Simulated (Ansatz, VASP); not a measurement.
# Ag in VASP and in Ansatz

Contents of INCAR:

```
PREC = Accurate ; ENCUT = 520
EDIFF = 1E-6 ; ISMEAR = 0
SIGMA = 0.15 ; LREAL = False
LASPH = True ; NELM = 100
ALGO = Fast ; ISIF = 2
LWAVE = False ; LCHARG = True
GGA = PS ; LELF = True
LVHAR = True ; NBANDS = 24
```

The input KPOINTS:

```
Automatic mesh
0
Gamma
  18 18 18
```

File POSCAR:

```
Ag
1.0
    1.4343705898      0.8281342461      7.0196725496
   -1.4343705898      0.8281342461      7.0196725496
    0.0000000000     -1.6562684923      7.0196725496
Ag
3
Direct
    0.0000000000      0.0000000000      0.0000000000
    0.7776871197      0.7776871197      0.7776871197
    0.2223128803      0.2223128803      0.2223128803
```

Input for Ansatz:

```yaml
crystal:
  lattice:
    - [1.4343705898, 0.8281342461, 7.0196725496]
    - [-1.4343705898, 0.8281342461, 7.0196725496]
    - [0.0, -1.6562684923, 7.0196725496]
  atoms:
    - { symbol: Ag, position: [0.0, 0.0, 0.0] }
    - { symbol: Ag, position: [0.7776871197, 0.7776871197, 0.7776871197] }
    - { symbol: Ag, position: [0.2223128803, 0.2223128803, 0.2223128803] }
basis:
  ecutwfc: 420
kpoints:
  mp_grid: { grid: [18, 18, 18] }
hamiltonian:
  xc: pbesol
scf:
  occupations: { method: gaussian, width: 0.15 }
output:
  forces: true
  stress: true
  eigenvalues: true
```

Alike in both runs: task single point; functional PBEsol; k mesh 18 × 18 × 18; occupations gaussian, width 0.15 eV; no spin polarisation.

|  | VASP | Ansatz |
| --- | --- | --- |
| version | VASP 6.6.1 | Ansatz 0.2.0 |
| potentials or method | VASP PAW PBE potentials, release 64 (Ag), cutoff 520 eV | scalar-relativistic, plane waves, PAW |
| valence electrons in the cell | 33 | 57 |

Ansatz gave:

| Property | Result |
| --- | --- |
| gap on the k mesh at the Fermi level (eV) | none |
| pressure (GPa) | 0.0 |

**Question.** Which values does VASP return?

**Answer.** gap on the k mesh at the Fermi level (eV): none; pressure (GPa): -0.2.

VASP's potentials were made for PBE, not for PBEsol. A gap of «none» marks a metal or a gap that the smearing closes. The functional is the same, so the differences come from potentials, cutoffs and numerics. VASP's potentials hold 33 valence electrons a cell and Ansatz's 57, so a difference there can come from the potentials and not from the codes.
